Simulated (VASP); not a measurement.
Input of a VASP 6.6.1 run:

The input INCAR:

```
ALGO     = Normal         # electronic algorithm
EDIFF    = 1E-6           # SCF threshold, eV
ENCUT    = 520            # plane-wave cutoff, eV
GGA      = PE             # functional
ISIF     = 2              # what is computed and relaxed
ISMEAR   = -1             # smearing method
ISPIN    = 2              # spin polarisation
LASPH    = T              # aspherical terms in the spheres
LCHARG   = F              # write CHGCAR
LORBIT   = 11             # projections on sites
LREAL    = Auto         
LWAVE    = F              # write WAVECAR
MAGMOM   = 0 0 0 0 0 0 0 0 0 0 0 0 0 0 0 0 0 # initial moments
NBANDS   = 52             # bands
NELM     = 150            # most SCF steps
PREC     = Accurate       # precision mode
SIGMA    = 0.02           # smearing width, eV
```

Contents of KPOINTS:

```
k-points
0
Gamma
  2 2 2
```

Contents of POSCAR:

```
AlSi16
1.0
    0.0000000000      5.4300000000      5.4300000000
    5.4300000000      0.0000000000      5.4300000000
    5.4300000000      5.4300000000      0.0000000000
Si Al
16 1
Direct
   -0.0187200737     -0.0169705341      0.0194198895
    0.1046408840      0.1164456722      0.1542541436
   -0.0289042357      0.0303591160      0.5135819521
    0.1332504604      0.1160313076      0.6191252302
    0.0096961326      0.4680018416     -0.0141344383
    0.1673388582      0.6000460405      0.0876887661
    0.0207642726      0.4852209945      0.4740423573
    0.1069613260      0.6176611418      0.6200552486
    0.5130294659     -0.0112983425      0.0103038674
    0.6249263352      0.1736740331      0.0978729282
    0.4856906077      0.0366850829      0.4607734807
    0.5960036832      0.1055064457      0.6479189687
    0.5248987109      0.5327808471     -0.0104051565
    0.6500644567      0.6266022099      0.1375046041
    0.4802946593      0.5082688766      0.5202578269
    0.6417127072      0.6121178637      0.6355064457
    0.8716022099      0.8714732965      0.4017311234
```

Potentials or basis: VASP PAW PBE potentials, release 64 (Si, Al).

Run with:

```sh
$ cat potpaw_PBE.64/Si/POTCAR potpaw_PBE.64/Al/POTCAR > POTCAR
$ mpirun -np 1 vasp_std > vasp.out
```

(1) What does it give for the largest force?

(2) Estimate the net moment.

(3) Predict the pressure.

Results:

(1) 2.456 eV/Å.

(2) 0.00 μB per cell.

(3) 6.1 GPa.

Caveat: the k points lie up to 0.50 Å⁻¹ apart; no moment was typed at the start, so none could form.
